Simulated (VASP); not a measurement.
# Re: single point with PBEsol+D3(BJ)

Re:

```
Re
1.0
     2.73224    0.00000    0.00000
    -1.36612    2.36619    0.00000
     0.00000    0.00000    4.41419
Re
2
Cartesian
  1.3661 0.7887 3.3106
  0.0000 1.5775 1.1035
```

```json
{"Program": "VASP 6.6.1", "Task": "single point", "Functional": "PBEsol", "Dispersion": "D3(BJ)", "Potentials or basis": "VASP PAW PBE potentials, release 64 (Re)", "Cutoff": "520 eV", "k mesh": "11 × 11 × 6", "Occupations": "fermi-dirac, width 0.05 eV", "Spin": "no spin polarisation"}
```

The pressure is 0.2 GPa, the band gap on the k mesh is zero (band 7 reaches 9.54 eV, above the bottom of band 8 at 6.30 eV) and the dispersion energy per atom is -0.708 eV.

Stress tensor (GPa, compression positive):
```
0.29 0.00 0.00
0.00 0.29 0.00
0.00 0.00 0.16
```

Levels at points of the mesh, in eV from the Fermi level:
```tsv
k point	band 3	band 4	band 5	band 6	band 7	band 8	band 9	band 10	band 11	band 12
(0.00, 0.00, 0.00)	-1.68	-1.68	-1.68	-0.80	-0.80	0.18	0.18	0.67	3.50	3.50
(0.00, 0.00, 0.50)	-2.49	-2.49	-1.81	-1.81	-1.81	-1.81	2.66	2.66	2.66	2.66
```

It took 34 s on 1 thread of AMD EPYC 7R43 64-Core Processor (Zen 3), with other jobs on the host, peak memory 0.13 GiB.

Caveat: the PAW data sets were made with another functional, which shifts forces and pressure a little; spin-orbit coupling is left out, which moves the levels of the heavy elements; pairwise dispersion overbinds metals, which lowers pressure and volume.
